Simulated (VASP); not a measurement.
Al17As16 (a cell with a defect), 33 atoms in the cell. The cell holds a defect, 33 atoms: a = 9.921 Å, b = 9.921 Å, c = 9.921 Å, α = 109.47°, β = 109.47°, γ = 109.47°.  This cell differs from its parent crystal: with an interstitial atom.

| Item | Value |
| --- | --- |
| Program | VASP 6.6.1 |
| Task | relaxation of the atoms |
| Functional | PBE |
| Potentials or basis | VASP PAW PBE potentials, release 64 (Al, As) |
| Cutoff | 450 eV |
| k mesh | 2 × 2 × 2, shifted |
| Occupations | gaussian, width 0.01 eV |
| Spin | no spin polarisation |
| Dipole correction | no |
| Charge | 1 |
| Further INCAR settings | LREAL = Auto; ALGO = Normal; EDIFF = 1e-07; IBRION = 2; EDIFFG = -0.025; NSW = 65; NELECT = 130.0 |

Potentials or basis: VASP PAW PBE potentials, release 64 (Al, As).

The run is started by

```bash
$ cat potpaw_PBE.64/Al/POTCAR potpaw_PBE.64/As/POTCAR > POTCAR
$ mpirun -np 4 vasp_std > vasp.out
```

Hardware: 4 MPI ranks on Intel(R) Xeon(R) Platinum 8259CL CPU @ 2.50GHz (Skylake/Cascade Lake) (shared host).

Question: Estimate the wall time of this run.

Answer: It took 2.8 min on 4 MPI ranks on Intel(R) Xeon(R) Platinum 8259CL CPU @ 2.50GHz (Skylake/Cascade Lake), with other jobs on the host, peak memory 0.47 GiB a rank. Counts: scf iterations 39, k points 2, ion steps 4.
